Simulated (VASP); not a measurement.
# Ag (C2/m) in VASP: notebook, part 2 of 2

VASP 6.6.1.

**3. Single point, PBEsol (strain +0.0750 x Voigt [0, 0, 0, 1, 0, 0])**

The input, INCAR:

```
SYSTEM = Ag
PREC     = Accurate       ! precision mode
ENCUT    = 500            ! plane-wave cutoff, eV
EDIFF    = 1E-6           ! SCF threshold, eV
ISMEAR   = 0              ! smearing method
SIGMA    = 0.15           ! smearing width, eV
LREAL    = .FALSE.        ! projectors in reciprocal space
LASPH    = .TRUE.         ! aspherical terms in the spheres
NELM     = 120            ! most SCF steps
ALGO     = Normal         ! electronic algorithm
ISIF     = 2              ! what is computed and relaxed
LWAVE    = .FALSE.        ! write WAVECAR
LCHARG   = .FALSE.        ! write CHGCAR
GGA      = PS             ! functional
NBANDS   = 18             ! bands
GGA_COMPAT= .FALSE.
```

The input, KPOINTS:

```
regular mesh
0
G
  18 18 10
  0 0 0
```

The input, POSCAR:

```
Ag
1.0
    2.9299980804      0.0000000000      0.0000000000
   -1.4649990402      2.5374527707      0.0951544789
    0.0000000000      0.1796250000      4.7900000000
Ag
2
Direct
    0.3333333333      0.6666666667      0.2500000000
    0.6666666667      0.3333333333      0.7500000000
```

Potentials or basis: VASP PAW PBE potentials, release 64 (Ag).

Launch:

```console
$ cat potpaw_PBE.64/Ag/POTCAR > POTCAR
$ mpirun -np 1 vasp_std > vasp.out
```

OUTCAR:

```text
SYSTEM = Ag
   PREC = Accurate
   ENCUT = 500
   EDIFF = 1E-6
   ISMEAR = 0
   LREAL = .FALSE.
   LASPH = .TRUE.
   NELM = 120
   ISIF = 2
   GGA = PS

 ion  position               nearest neighbor table
   1  0.333  0.667  0.250-   2 2.83   2 2.88   2 2.88   2 2.99   2 2.99   2 3.04
   2  0.667  0.333  0.750-   1 2.83   1 2.88   1 2.88   1 2.99   1 2.99   1 3.04

  LATTYP: Found a base centered monoclinic cell.
 ALAT       =     5.0784725808
 B/A-ratio  =     0.5769447474
 C/A-ratio  =     0.9438599322
 COS(beta)  =    -0.0748946794

  Lattice vectors:

 A1 = (  -1.4649990402,  -2.5374527707,  -0.0951544789)
 A2 = (   1.4649990402,  -2.5374527707,  -0.0951544789)
 A3 = (   0.0000000000,   0.1796250000,   4.7900000000)

Analysis of symmetry for initial positions (statically):
=====================================================================
 Subroutine PRICEL returns:
 Original cell was already a primitive cell.

 Routine SETGRP: Setting up the symmetry group for a
 base centered monoclinic supercell.

 Subroutine GETGRP returns: Found  4 space group operations
 (whereof  4 operations were pure point group operations)
 out of a pool of  4 trial point group operations.
[... 163 lines left out ...]

 E-fermi :   7.6461     XC(G=0): -12.1611

 val. band max:        7.6316563171   @ k =   0.0556   0.5000   0.1000
 cond. band min:       7.6607055012   @ k =   0.4444   0.0556   0.3000
 fundamental gap:      0.0290491841
 Fermi energy:         7.6460889869

 k-point     1 :       0.0000    0.0000    0.0000
  band No.  band energies     occupation
      1       0.1380      2.00000
      2       1.5385      2.00000
      3       2.9731      2.00000
      4       3.1286      2.00000
      5       3.1310      2.00000
      6       3.3376      2.00000
[... 481 lines left out ...]
      5       3.0535      2.00000
      6       3.4086      2.00000
[... 10 lines left out ...]
     17      23.7533      0.00000
     18      24.5155      0.00000

 [... further k-points ...]

------------------------ aborting loop because EDIFF is reached ----------------------------------------

  FORCE on cell =-STRESS in cart. coord.  units (eV):
  Direction    XX          YY          ZZ          XY          YZ          ZX
  --------------------------------------------------------------------------------------
  -------------------------------------------------------------------------------------
  Total       -1.4059797     -1.4317834     -1.2137105      0.0000000     -0.3634528      0.0000000
  in kB      -63.3431971    -64.5057227    -54.6809454      0.0000000    -16.3745338      0.0000000
  external PRESSURE =     -60.8432884 kB  Pullay stress =       0.0000000 kB

 VOLUME and BASIS-vectors are now :
 -----------------------------------------------------------------------------
  energy-cutoff  :      500.00
  volume of cell :       35.56
      direct lattice vectors                 reciprocal lattice vectors
     2.929998080  0.000000000  0.000000000     0.341297152  0.197325492 -0.007399706
    -1.464999040  2.537452771  0.095154479     0.000000000  0.394650983 -0.014799412
     0.000000000  0.179625000  4.790000000     0.000000000 -0.007839835  0.209062261

 POSITION                                       TOTAL-FORCE (eV/Angst)
 -----------------------------------------------------------------------------------
     -0.00000      1.73654      1.26094         0.000000     -0.033074      0.007854
      1.46500      0.98054      3.62422         0.000000      0.033074     -0.007854
 -----------------------------------------------------------------------------------
    total drift:                               -0.000000      0.000000     -0.000000

  FREE ENERGIE OF THE ION-ELECTRON SYSTEM (eV)
  ---------------------------------------------------
  free  energy   TOTEN  =        -6.5498363697 eV

  energy  without entropy=       -6.5438284180  energy(sigma->0) =       -6.54683239
```

OSZICAR:

```text
N       E                     dE             d eps       ncg     rms          rms(c)
DAV:   1     0.121277298940E+03    0.12128E+03   -0.11416E+04 31192   0.117E+03
DAV:   2    -0.518925511396E+01   -0.12647E+03   -0.12011E+03 32310   0.261E+02
DAV:   3    -0.720623343388E+01   -0.20170E+01   -0.20101E+01 35978   0.373E+01
DAV:   4    -0.721224379662E+01   -0.60104E-02   -0.60099E-02 34074   0.201E+00
DAV:   5    -0.721229242248E+01   -0.48626E-04   -0.48626E-04 33946   0.193E-01    0.710E+00
DAV:   6    -0.657232036915E+01    0.63997E+00   -0.16562E+00 32312   0.137E+01    0.434E+00
DAV:   7    -0.655685886954E+01    0.15461E-01   -0.14825E-02 33788   0.110E+00    0.251E+00
DAV:   8    -0.654981551290E+01    0.70434E-02   -0.86783E-04 32182   0.264E-01    0.108E-01
DAV:   9    -0.654983093083E+01   -0.15418E-04   -0.20765E-05 35662   0.334E-02    0.229E-02
DAV:  10    -0.654983636706E+01   -0.54362E-05   -0.34277E-06 33910   0.182E-02    0.217E-03
DAV:  11    -0.654983636970E+01   -0.26371E-08   -0.89768E-08 16720   0.257E-03
   1 F= -.65498364E+01 E0= -.65468324E+01  d E =-.600795E-02
```

stdout:

```text
POSCAR found type information on POSCAR Ag
 POSCAR found :  1 types and       2 ions
 scaLAPACK will be used
 -----------------------------------------------------------------------------
|                                                                             |
|                                                                             |
|     You enforced a specific xc type in the INCAR file but a different       |
|     I HOPE YOU KNOW WHAT YOU ARE DOING!                                     |
|                                                                             |
 -----------------------------------------------------------------------------

 LDA part: xc-table for (Slater+PW92), standard interpolation
 POSCAR, INCAR and KPOINTS ok, starting setup
 FFT: planning ... GRIDC
 FFT: planning ... GRID_SOFT
 FFT: planning ... GRID
 WAVECAR not read
 entering main loop
```

Wall time 10 min (1 thread of Oxide Virtual Turin-like, shared host); peak memory 0.47 GiB.

Results:

* Free energy: -6.5498 eV
* Pressure: -6.1 GPa
* Largest force: 0.034 eV/Å
* Band gap on the k mesh: zero (bands 11 and 12 overlap by 6.96 eV)

Forces on the atoms (eV/Å):
```
Ag   0.000 -0.033  0.008
Ag   0.000  0.033 -0.008
```

Stress tensor (GPa, compression positive):
```
-6.33  0.00  0.00
 0.00 -6.45 -1.64
 0.00 -1.64 -5.47
```

Caveat: the cell differs from its parent crystal (strain +0.0750 x Voigt [0, 0, 0, 1, 0, 0]); the cell stands under tension; the PAW data sets were made with another functional, which shifts forces and pressure a little.

**4. Single point, PBEsol (strain -0.0500 x Voigt [0, 0, 0, 1, 0, 0])**

The input, INCAR:

```
SYSTEM = Ag
PREC = Accurate ; ENCUT = 500
EDIFF = 1E-6 ; ISMEAR = 0
SIGMA = 0.15 ; LREAL = .FALSE.
LASPH = .TRUE. ; NELM = 120
ALGO = Normal ; ISIF = 2
LWAVE = .FALSE. ; LCHARG = .TRUE.
GGA = PS ; LELF = .TRUE.
LVHAR = .TRUE. ; NBANDS = 18
GGA_COMPAT = .FALSE.
```

The input, KPOINTS:

```
Automatic mesh
0
G
  18 18 10
  0 0 0
```

The input, POSCAR:

```
Ag
1.0
    2.9299980804      0.0000000000      0.0000000000
   -1.4649990402      2.5374527707     -0.0634363193
    0.0000000000     -0.1197500000      4.7900000000
Ag
2
Direct
    0.3333333333      0.6666666667      0.2500000000
    0.6666666667      0.3333333333      0.7500000000
```

Launch:

```console
$ cat potpaw_PBE.64/Ag/POTCAR > POTCAR
$ mpirun -np 1 vasp_std > vasp.out
```

It took 9.2 min on 1 thread of Oxide Virtual Turin-like, shared host; peak memory 0.47 GiB.

The run converged. Its results:

```
Free energy            : -6.5559 eV
Pressure               : -6.3 GPa
Largest force          : 0.016 eV/Å
Band gap on the k mesh : zero (bands 11 and 12 overlap by 7.07 eV)
```

Forces on the atoms (eV/Å):
```
Ag   0.000 -0.015 -0.002
Ag   0.000  0.015  0.002
```

Stress tensor (GPa, compression positive):
```
-6.39  0.00  0.00
 0.00 -6.51  0.95
 0.00  0.95 -5.92
```

Levels at points of the mesh, in eV from the Fermi level:
| k point | band 9 | band 10 | band 11 | band 12 | band 13 | band 14 |
| --- | --- | --- | --- | --- | --- | --- |
| (0.00, 0.00, 0.00) | -3.93 | -3.02 | -3.02 | -0.32 | 3.37 | 15.53 |
| (0.50, 0.00, 0.00) | -2.84 | -2.76 | 0.11 | 1.45 | 6.45 | 7.18 |
| (0.00, 0.50, 0.00) | -2.84 | -2.76 | 0.12 | 1.46 | 6.14 | 7.50 |
| (0.00, 0.00, 0.50) | -3.42 | -3.41 | -3.21 | -3.20 | 10.81 | 10.81 |
| (0.50, 0.00, 0.50) | -2.82 | -2.79 | 0.65 | 0.92 | 4.13 | 4.57 |
| (0.00, 0.50, 0.50) | -2.84 | -2.78 | 0.52 | 1.07 | 3.93 | 4.79 |

Caveat: the cell differs from its parent crystal (strain -0.0500 x Voigt [0, 0, 0, 1, 0, 0]); the cell stands under tension; the PAW data sets were made with another functional, which shifts forces and pressure a little.

**5. Summary**

```csv
cell,gap on the mesh (eV),pressure (GPa),largest force (eV/Å)
"a = 2.930, b = 2.933, c = 4.796 Å, angles 95.0, 90.0, 120.0°, 2 atoms",none,-5.8,0.06
"a = 2.930, b = 2.932, c = 4.793 Å, angles 86.3, 90.0, 120.0°, 2 atoms",none,-6.1,0.03
"a = 2.930, b = 2.931, c = 4.791 Å, angles 92.5, 90.0, 120.0°, 2 atoms",none,-6.3,0.02
```

Alike in all rows: task single point; level PBEsol; potentials or basis VASP PAW PBE potentials, release 64 (Ag); no spin polarisation; k mesh 18 × 18 × 10; cutoff (eV) 500; smearing gaussian 0.15 eV.

Caveats: the cell stands under tension; the PAW data sets were made with another functional, which shifts forces and pressure a little.

Total energies depend on the potentials used, so only differences within one code and one set of settings carry meaning.

The gap in the log of VASP goes by the Fermi energy; the results here count the filled bands.